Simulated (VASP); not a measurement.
# AgCl (Fm-3m) in VASP: further runs

AgCl is run at these levels: PBEsol; tasks: single point, relaxation of cell and atoms.

All numbers are computed with VASP 6.6.1; they aren't measurements. Logs are shortened: lines on timing, memory, paths and dates and some standing lists are left out, and cuts for length are marked.

## Step 1: The cell of the first run

It takes space group Fm-3m (No. 225, cubic). The conventional cell has a = 5.449 Å, b = 5.449 Å, c = 5.449 Å, α = 90.00°, β = 90.00°, γ = 90.00°. Ag (site symmetry m-3m) has 6 Cl at 2.72 Å within 3.6 Å. Cl (site symmetry m-3m) has 6 Ag at 2.72 Å within 3.6 Å.

## Step 2: Single point, PBEsol

The input, INCAR:

```
ALGO = Normal
EDIFF = 1E-6
ENCUT = 520
GGA = PS
ISIF = 2
ISMEAR = 0
LASPH = True
LCHARG = True
LELF = True
LREAL = False
LVHAR = True
LWAVE = False
NBANDS = 16
NELM = 80
PREC = Accurate
SIGMA = 0.02
```

The input, KPOINTS:

```
k-points
0
Gamma
  8 8 8
```

The input, POSCAR:

```
AgCl
1.0
    0.0000000000      2.7244622609      2.7244622609
    2.7244622609      0.0000000000      2.7244622609
    2.7244622609      2.7244622609      0.0000000000
Ag Cl
1 1
Direct
    0.0000000000      0.0000000000      0.0000000000
    0.5000000000      0.5000000000      0.5000000000
```

Potentials or basis: VASP PAW PBE potentials, release 64 (Ag, Cl).

Run with:

```bash
$ cat potpaw_PBE.64/Ag/POTCAR potpaw_PBE.64/Cl/POTCAR > POTCAR
$ mpirun -np 1 vasp_std > vasp.out
```

OUTCAR:

```text
EDIFF = 1E-6
   ENCUT = 520
   GGA = PS
   ISIF = 2
   ISMEAR = 0
   LASPH = True
   LREAL = False
   NELM = 80
   PREC = Accurate

 ion  position               nearest neighbor table
   1  0.000  0.000  0.000-   2 2.72   2 2.72   2 2.72   2 2.72   2 2.72   2 2.72
   2  0.500  0.500  0.500-   1 2.72   1 2.72   1 2.72   1 2.72   1 2.72   1 2.72

  LATTYP: Found a face centered cubic cell.
 ALAT       =     5.4489245218

  Lattice vectors:

 A1 = (   0.0000000000,   2.7244622609,   2.7244622609)
 A2 = (   2.7244622609,   0.0000000000,   2.7244622609)
 A3 = (   2.7244622609,   2.7244622609,   0.0000000000)

Analysis of symmetry for initial positions (statically):
=====================================================================
 Subroutine PRICEL returns:
 Original cell was already a primitive cell.

 Routine SETGRP: Setting up the symmetry group for a
 face centered cubic supercell.

 Subroutine GETGRP returns: Found 48 space group operations
[... 9 lines left out ...]

 Routine SETGRP: Setting up the symmetry group for a
 face centered cubic supercell.

 Subroutine GETGRP returns: Found 48 space group operations
[... 11 lines left out ...]
                                     Primitive cell

  volume of cell :      40.4457

  direct lattice vectors                    reciprocal lattice vectors
     0.000000000  2.724462261  2.724462261    -0.183522454  0.183522454  0.183522454
     2.724462261  0.000000000  2.724462261     0.183522454 -0.183522454  0.183522454
     2.724462261  2.724462261  0.000000000     0.183522454  0.183522454 -0.183522454

  length of vectors
     3.852971480  3.852971480  3.852971480     0.317870215  0.317870215  0.317870215

  position of ions in fractional coordinates (direct lattice)
     0.000000000  0.000000000  0.000000000
     0.500000000  0.500000000  0.500000000

  ion indices of the primitive-cell ions
   primitive index   ion index
                 1           1
                 2           2

----------------------------------------------------------------------------------------

 KPOINTS: k-points

Automatic generation of k-mesh.
 Grid dimensions read from file:
 generate k-points for:    8    8    8

 Generating k-lattice:

  Cartesian coordinates                     Fractional coordinates (reciprocal lattice)
    -0.022940307  0.022940307  0.022940307     0.125000000  0.000000000  0.000000000
     0.022940307 -0.022940307  0.022940307     0.000000000  0.125000000  0.000000000
     0.022940307  0.022940307 -0.022940307     0.000000000  0.000000000  0.125000000

[... 55 lines left out ...]
   NELM   =     80;   NELMIN=  2; NELMDL= -5     # of ELM steps
   EDIFF  = 0.1E-05   stopping-criterion for ELM
   LREAL  =      F    real-space projection
   EDIFFG = 0.1E-04   stopping-criterion for IOM
   NSW    =      0    number of steps for IOM
   IBRION =     -1    ionic relax: 0-MD 1-quasi-New 2-CG
   NFREE  =      0    steps in history (QN), initial steepest desc. (CG)
   ISIF   =      2    stress and relaxation
   ISYM   =      2    0-nonsym 1-usesym 2-fastsym
   POTIM  = 0.5000    time-step for ionic-motion
   TEBEG  =    0.0;   TEEND  =   0.0 temperature during run
   PSTRESS=    0.0 pullay stress
   NELECT =      18.0000    total number of electrons
   NUPDOWN=      -1.0000    fix difference up-down
   EMIN   =  10.00;   EMAX   =-10.00  energy-range for DOS
   EFERMI =   0.00;   METHOD = LEGACY
   ISMEAR =     0;   SIGMA  =   0.02  broadening in eV -4-tet -1-fermi 0-gaus
   EFERMI_NEDOS =   21; number of points for ismear=-14 and -15
   IALGO  =     38    algorithm
   IMIX   =      4    mixing-type and parameters
     AMIX     =   0.40;   BMIX     =  1.00
     AMIX_MAG =   1.60;   BMIX_MAG =  1.00
  volume/ion in A,a.u.               =      20.22       136.47
  Fermi-wavevector in a.u.,A,eV,Ry     =   1.249899  2.361966 21.255663  1.562247
  Thomas-Fermi vector in A             =   2.383918
   LORBIT       =      0    0 simple, 1 ext, 2 COOP (PROOUT), +10 PAW based schemes
   GGA     = PS    functional components
   LHFCALC =     F    Hartree Fock is set to
   AEXX    =    0.0000 exact exchange contribution
   IVDW    =     0    specifies the selected vdW correction
   LEPSILON=     F    determine dielectric tensor
   LRPA    =     F    only Hartree local field effects (RPA)
 non-spin polarized calculation
 Gauss-broadening in eV      SIGMA  =   0.02
  energy-cutoff  :      520.00
  volume of cell :       40.45
 maximum number of plane-waves:      1106
 NGX is ok and might be reduce to    30
   NGX = 15   NGY = 15   NGZ = 15

 number of electron      18.0000001 magnetization

 Free energy of the ion-electron system (eV)
  ---------------------------------------------------
  ext. energy  EPLUGINS =         0.00000000
  ---------------------------------------------------
  free energy    TOTEN  =        -6.06103841 eV

  energy without entropy =       -6.06103841  energy(sigma->0) =       -6.06103841

 E-fermi :   4.5883     XC(G=0): -10.4956

 val. band max:        4.4070514370   @ k =   0.5000   0.0000   0.0000
 cond. band min:       5.1291785800   @ k =   0.0000   0.0000   0.0000
 fundamental gap:      0.7221271431
 Fermi energy:         4.5882751632

 k-point     1 :       0.0000    0.0000    0.0000
  band No.  band energies     occupation
      1     -11.1061      2.00000
      2       1.7012      2.00000
      3       1.7012      2.00000
      4       1.7012      2.00000
      5       1.7443      2.00000
      6       1.7443      2.00000
[... 433 lines left out ...]
      3      -0.0945      2.00000
      4      -0.0281      2.00000
      5       2.0544      2.00000
      6       2.1313      2.00000
[... 8 lines left out ...]
     15      17.9513      0.00000
     16      19.4466      0.00000

 [... further k-points ...]

------------------------ aborting loop because EDIFF is reached ----------------------------------------

  FORCE on cell =-STRESS in cart. coord.  units (eV):
  Direction    XX          YY          ZZ          XY          YZ          ZX
  --------------------------------------------------------------------------------------
  -------------------------------------------------------------------------------------
  Total       -0.0366545     -0.0366545     -0.0366545      0.0000000      0.0000000      0.0000000
  in kB       -1.4519959     -1.4519959     -1.4519959      0.0000000      0.0000000      0.0000000
  external PRESSURE =      -1.4519959 kB  Pullay stress =       0.0000000 kB

 VOLUME and BASIS-vectors are now :
 -----------------------------------------------------------------------------
  energy-cutoff  :      520.00
  volume of cell :       40.45
      direct lattice vectors                 reciprocal lattice vectors
     0.000000000  2.724462261  2.724462261    -0.183522454  0.183522454  0.183522454
     2.724462261  0.000000000  2.724462261     0.183522454 -0.183522454  0.183522454
     2.724462261  2.724462261  0.000000000     0.183522454  0.183522454 -0.183522454

 POSITION                                       TOTAL-FORCE (eV/Angst)
 -----------------------------------------------------------------------------------
      0.00000      0.00000      0.00000        -0.000000      0.000000      0.000000
      2.72446      2.72446      2.72446         0.000000     -0.000000      0.000000
 -----------------------------------------------------------------------------------
    total drift:                               -0.000000      0.000000      0.000000

  FREE ENERGIE OF THE ION-ELECTRON SYSTEM (eV)
  ---------------------------------------------------
  free  energy   TOTEN  =        -6.0610384101 eV

  energy  without entropy=       -6.0610384101  energy(sigma->0) =       -6.06103841
```

Wall time 13 s (1 thread of Intel Xeon Platinum 8488C (Sapphire Rapids), shared host); peak memory 0.17 GiB.

Results:

| Quantity | Value |
| --- | --- |
| Free energy | -6.0610 eV |
| Pressure | -0.1 GPa |
| Band gap on the k mesh | 0.72 eV, indirect (least direct gap 3.22 eV) |

Caveat: the PAW data sets were made with another functional, which shifts forces and pressure a little. A hybrid or GW would open this gap; PBEsol tends to underestimate it.

## Step 3: Relaxation of cell and atoms, PBEsol

This run uses another cell than the first one, of 21.32 Å³/atom, 1.054 times its volume.

The input, INCAR:

```
SYSTEM = AgCl
ALGO = Normal ; EDIFF = 1E-7
EDIFFG = -0.005 ; ENCUT = 600
GGA = PS ; IBRION = 2
ISIF = 3 ; ISMEAR = 0
LASPH = .True. ; LCHARG = .False.
LREAL = .False. ; LWAVE = .False.
NELM = 60 ; NSW = 100
PREC = Accurate ; SIGMA = 0.02
```

The input, KPOINTS:

```
k-points
0
Gamma
  8 8 8
  0 0 0
```

The input, POSCAR:

```
AgCl
1.0
    0.0000000000      2.7726629968      2.7726629968
    2.7726629968      0.0000000000      2.7726629968
    2.7726629968      2.7726629968      0.0000000000
Ag Cl
1 1
Direct
    0.0000000000      0.0000000000      0.0000000000
    0.5000000000      0.5000000000      0.5000000000
```

Potentials or basis: VASP PAW PBE potentials, release 64 (Ag, Cl).

Run with:

```bash
$ cat potpaw_PBE.64/Ag/POTCAR potpaw_PBE.64/Cl/POTCAR > POTCAR
$ mpirun -np 1 vasp_std > vasp.out
```

OUTCAR:

```text
SYSTEM = AgCl
   EDIFF = 1E-7
   EDIFFG = -0.005
   ENCUT = 600
   GGA = PS
   IBRION = 2
   ISIF = 3
   ISMEAR = 0
   LASPH = .True.
   LREAL = .False.
   NELM = 60
   NSW = 100
   PREC = Accurate

 ion  position               nearest neighbor table
   1  0.000  0.000  0.000-   2 2.77   2 2.77   2 2.77   2 2.77   2 2.77   2 2.77
   2  0.500  0.500  0.500-   1 2.77   1 2.77   1 2.77   1 2.77   1 2.77   1 2.77

  LATTYP: Found a face centered cubic cell.
 ALAT       =     5.5453259936

  Lattice vectors:

 A1 = (   0.0000000000,   2.7726629968,   2.7726629968)
 A2 = (   2.7726629968,   0.0000000000,   2.7726629968)
 A3 = (   2.7726629968,   2.7726629968,   0.0000000000)

Analysis of symmetry for initial positions (statically):
=====================================================================
 Subroutine PRICEL returns:
 Original cell was already a primitive cell.

 Routine SETGRP: Setting up the symmetry group for a
 face centered cubic supercell.

 Subroutine GETGRP returns: Found 48 space group operations
[... 9 lines left out ...]

 Routine SETGRP: Setting up the symmetry group for a
 face centered cubic supercell.

 Subroutine GETGRP returns: Found 48 space group operations
[... 11 lines left out ...]
                                     Primitive cell

  volume of cell :      42.6306

  direct lattice vectors                    reciprocal lattice vectors
     0.000000000  2.772662997  2.772662997    -0.180332049  0.180332049  0.180332049
     2.772662997  0.000000000  2.772662997     0.180332049 -0.180332049  0.180332049
     2.772662997  2.772662997  0.000000000     0.180332049  0.180332049 -0.180332049

  length of vectors
     3.921137614  3.921137614  3.921137614     0.312344271  0.312344271  0.312344271

  position of ions in fractional coordinates (direct lattice)
     0.000000000  0.000000000  0.000000000
     0.500000000  0.500000000  0.500000000

  ion indices of the primitive-cell ions
   primitive index   ion index
                 1           1
                 2           2

----------------------------------------------------------------------------------------

 KPOINTS: k-points

Automatic generation of k-mesh.
 Grid dimensions read from file:
 generate k-points for:    8    8    8

 Generating k-lattice:

  Cartesian coordinates                     Fractional coordinates (reciprocal lattice)
    -0.022541506  0.022541506  0.022541506     0.125000000  0.000000000  0.000000000
     0.022541506 -0.022541506  0.022541506     0.000000000  0.125000000  0.000000000
     0.022541506  0.022541506 -0.022541506     0.000000000  0.000000000  0.125000000

  Length of vectors
     0.039043034  0.039043034  0.039043034

  Shift w.r.t. Gamma in fractional coordinates (k-lattice)
     0.000000000  0.000000000  0.000000000

 Subroutine IBZKPT returns following result:
 ===========================================

 Found     29 irreducible k-points:

 Following reciprocal coordinates:
            Coordinates               Weight
  0.000000  0.000000  0.000000      1.000000
  0.125000  0.000000  0.000000      8.000000
  0.250000  0.000000  0.000000      8.000000
  0.375000  0.000000  0.000000      8.000000
  0.500000  0.000000  0.000000      4.000000
  0.125000  0.125000  0.000000      6.000000
[... 16 lines left out ...]
  0.500000  0.250000  0.125000     48.000000
 -0.375000  0.250000  0.125000     24.000000
 [... further k-points ...]
   k-points           NKPTS =     29   k-points in BZ     NKDIM =     29   number of bands    NBANDS=     13
   number of dos      NEDOS =    301   number of ions     NIONS =      2
   total plane-waves  NPLWV =  32768
   dimension x,y,z NGX =    32 NGY =   32 NGZ =   32
   dimension x,y,z NGXF=    64 NGYF=   64 NGZF=   64
   ions per type =               1   1
   NGX,Y,Z   is equivalent  to a cutoff of  13.57, 13.57, 13.57 a.u.
   NGXF,Y,Z  is equivalent  to a cutoff of  27.13, 27.13, 27.13 a.u.
 SYSTEM =  AgCl
   PREC   = accura    normal or accurate (medium, high low for compatibility)
   ISTART =      0    job   : 0-new  1-cont  2-samecut
   ICHARG =      2    charge: 1-file 2-atom 10-const
   ISPIN  =      1    spin polarized calculation?
   LNONCOLLINEAR =      F non collinear calculations
   LSORBIT =      F    spin-orbit coupling
   LASPH  =      T    aspherical Exc in radial PAW
   ENCUT  =  600.0 eV  44.10 Ry    6.64 a.u.   7.83  7.83  7.83*2*pi/ulx,y,z
   NELM   =     60;   NELMIN=  2; NELMDL= -5     # of ELM steps
   EDIFF  = 0.1E-06   stopping-criterion for ELM
   LREAL  =      F    real-space projection
   EDIFFG = -.5E-02   stopping-criterion for IOM
   NSW    =    100    number of steps for IOM
   IBRION =      2    ionic relax: 0-MD 1-quasi-New 2-CG
   NFREE  =      1    steps in history (QN), initial steepest desc. (CG)
   ISIF   =      3    stress and relaxation
   ISYM   =      2    0-nonsym 1-usesym 2-fastsym
   POTIM  = 0.5000    time-step for ionic-motion
   TEBEG  =    0.0;   TEEND  =   0.0 temperature during run
   PSTRESS=    0.0 pullay stress
   NELECT =      18.0000    total number of electrons
   NUPDOWN=      -1.0000    fix difference up-down
   EMIN   =  10.00;   EMAX   =-10.00  energy-range for DOS
   EFERMI =   0.00;   METHOD = LEGACY
   ISMEAR =     0;   SIGMA  =   0.02  broadening in eV -4-tet -1-fermi 0-gaus
   EFERMI_NEDOS =   21; number of points for ismear=-14 and -15
   IALGO  =     38    algorithm
   IMIX   =      4    mixing-type and parameters
     AMIX     =   0.40;   BMIX     =  1.00
     AMIX_MAG =   1.60;   BMIX_MAG =  1.00
  volume/ion in A,a.u.               =      21.32       143.84
  Fermi-wavevector in a.u.,A,eV,Ry     =   1.228170  2.320905 20.523058  1.508402
  Thomas-Fermi vector in A             =   2.363106
   LORBIT       =      0    0 simple, 1 ext, 2 COOP (PROOUT), +10 PAW based schemes
   GGA     = PS    functional components
   LHFCALC =     F    Hartree Fock is set to
   AEXX    =    0.0000 exact exchange contribution
   IVDW    =     0    specifies the selected vdW correction
   LEPSILON=     F    determine dielectric tensor
   LRPA    =     F    only Hartree local field effects (RPA)
 conjugate gradient relaxation of ions
 non-spin polarized calculation
 Gauss-broadening in eV      SIGMA  =   0.02
  energy-cutoff  :      600.00
  volume of cell :       42.63
 maximum number of plane-waves:      1436
   NGX = 15   NGY = 15   NGZ = 15

--------------------------------------- Ionic step        1  -------------------------------------------

 number of electron      18.0000002 magnetization

 Free energy of the ion-electron system (eV)
  ---------------------------------------------------
  ext. energy  EPLUGINS =         0.00000000
  ---------------------------------------------------
  free energy    TOTEN  =        -6.04196741 eV

  energy without entropy =       -6.04196741  energy(sigma->0) =       -6.04196741

 E-fermi :   3.8753     XC(G=0): -10.2184

 val. band max:        3.7190704544   @ k =   0.5000   0.0000   0.0000
 cond. band min:       4.4495105780   @ k =   0.0000   0.0000   0.0000
 fundamental gap:      0.7304401236
 Fermi energy:         3.8753256608

 k-point     1 :       0.0000    0.0000    0.0000
  band No.  band energies     occupation
      1     -11.4266      2.00000
      2       1.2422      2.00000
      3       1.2422      2.00000
      4       1.2422      2.00000
      5       1.2817      2.00000
      6       1.2817      2.00000
      7       1.3844      2.00000
      8       1.3844      2.00000
      9       1.3844      2.00000
     10       4.4495      0.00000
     11      14.4638      0.00000
     12      14.4638      0.00000
     13      14.4638      0.00000
[... 437 lines left out ...]
  energy  without entropy=       -6.0619378289  energy(sigma->0) =       -6.06193783

--------------------------------------- Ionic step        3  -------------------------------------------

 number of electron      17.9999997 magnetization

 Free energy of the ion-electron system (eV)
  ---------------------------------------------------
  ext. energy  EPLUGINS =         0.00000000
  ---------------------------------------------------
  free energy    TOTEN  =        -6.06197408 eV

  energy without entropy =       -6.06197408  energy(sigma->0) =       -6.06197408

 E-fermi :   4.5872     XC(G=0): -10.5042

 val. band max:        4.4288691546   @ k =   0.5000   0.0000   0.0000
 cond. band min:       5.1513275109   @ k =   0.0000   0.0000   0.0000
 fundamental gap:      0.7224583563
 Fermi energy:         4.5871633941

 k-point     1 :       0.0000    0.0000    0.0000
  band No.  band energies     occupation
      1     -11.0959      2.00000
      2       1.7154      2.00000
      3       1.7154      2.00000
      4       1.7154      2.00000
      5       1.7587      2.00000
      6       1.7587      2.00000
      7       1.8656      2.00000
      8       1.8656      2.00000
      9       1.8656      2.00000
     10       5.1513      0.00000
     11      15.1536      0.00000
     12      15.1536      0.00000
     13      15.1536      0.00000
[... 397 lines left out ...]
  FREE ENERGIE OF THE ION-ELECTRON SYSTEM (eV)
  ---------------------------------------------------
  free  energy   TOTEN  =        -6.0619740798 eV

  energy  without entropy=       -6.0619740798  energy(sigma->0) =       -6.06197408

 reached required accuracy - stopping structural energy minimisation
```

OSZICAR:

```text
N       E                     dE             d eps       ncg     rms          rms(c)
DAV:   1     0.112651500644E+03    0.11265E+03   -0.96270E+03   754   0.141E+03
DAV:   2    -0.122797055024E+01   -0.11388E+03   -0.10648E+03   919   0.268E+02
DAV:   3    -0.616473423625E+01   -0.49368E+01   -0.49184E+01   874   0.608E+01
[... 23 lines left out ...]
DAV:   2    -0.606202594054E+01    0.81080E-03   -0.22827E-03   754   0.593E-01    0.633E-02
DAV:   3    -0.606197435375E+01    0.51587E-04   -0.16447E-04   764   0.106E-01    0.433E-02
DAV:   4    -0.606197292710E+01    0.14266E-05   -0.63509E-06   809   0.249E-02    0.151E-02
DAV:   5    -0.606197404953E+01   -0.11224E-05   -0.14434E-06   874   0.193E-02    0.231E-03
DAV:   6    -0.606197407984E+01   -0.30308E-07   -0.50315E-07   754   0.959E-03
   3 F= -.60619741E+01 E0= -.60619741E+01  d E =-.200067E-01
```

Run time: 19 s. Hardware: 1 thread of Intel Xeon Platinum 8488C (Sapphire Rapids), shared host; peak memory 0.19 GiB.

What came out:

- Free energy: -6.0620 eV
- Relaxed volume: 20.19 Å³/atom
- Relaxed cell: a = 3.851 Å, b = 3.851 Å, c = 3.851 Å, α = 60.00°, β = 60.00°, γ = 60.00°
- Space group after relaxing (to 0.05 Å): Fm-3m (No. 225)
- Energy gained by relaxing: 10.0 meV/atom
- Ionic steps: 3
- Pressure after relaxing: 0.0 GPa
- Band gap on the k mesh: 0.72 eV, indirect (least direct gap 3.23 eV)

The path:
```tsv
step	energy change (eV)	largest force (eV/Å)	pressure (GPa)	volume (Å³)
1	0.0000	0.0000	-2.68	42.63
2	-0.0200	0.0000	-0.13	40.47
3	-0.0200	0.0000	-0.01	40.38
```

Final structure:
```
CELL_PARAMETERS angstrom
0.00000 2.72297 2.72297
2.72297 0.00000 2.72297
2.72297 2.72297 0.00000
ATOMIC_POSITIONS crystal
Ag 0.00000 0.00000 0.00000
Cl 0.50000 0.50000 0.50000
```

Caveat: the PAW data sets were made with another functional, which shifts forces and pressure a little. A hybrid or GW would open this gap; PBEsol tends to underestimate it.
